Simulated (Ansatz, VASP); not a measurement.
Cu: VASP beside Ansatz

```
CELL_PARAMETERS angstrom
-1.41980 1.41980 1.36001
1.41980 -1.41980 1.36001
1.47038 1.47038 -1.36001
ATOMIC_POSITIONS crystal
Cu 0.00000 0.00000 0.00000
```

Change from the starting cell: strain +0.0350 x Voigt [0, 0, 0, 0, 0, 1], atoms carried along.

Alike in both runs: task single point; functional PBEsol; k mesh 30 × 30 × 30; occupations gaussian, width 0.15 eV; no spin polarisation.

|  | VASP | Ansatz |
| --- | --- | --- |
| version | VASP 6.6.1 | Ansatz 0.2.0 |
| potentials or method | VASP PAW PBE potentials, release 64 (Cu), cutoff 520 eV | scalar-relativistic, plane waves, PAW |
| valence electrons in the cell | 11 | 19 |

|  | VASP | Ansatz | Ansatz less VASP |
| --- | --- | --- | --- |
| gap on the k mesh at the Fermi level (eV) | none | none | - |
| pressure (GPa) | 1.1 | 0.3 | -0.85 |
| traceless stress, the component that is largest in VASP (GPa) | -4.26 | -4.30 | -0.039 |

VASP's potentials were made for PBE, not for PBEsol. A gap of «none» marks a metal or a gap that the smearing closes. The functional is the same, so the differences come from potentials, cutoffs and numerics. VASP's potentials hold 11 valence electrons a cell and Ansatz's 19, so a difference there can come from the potentials and not from the codes.
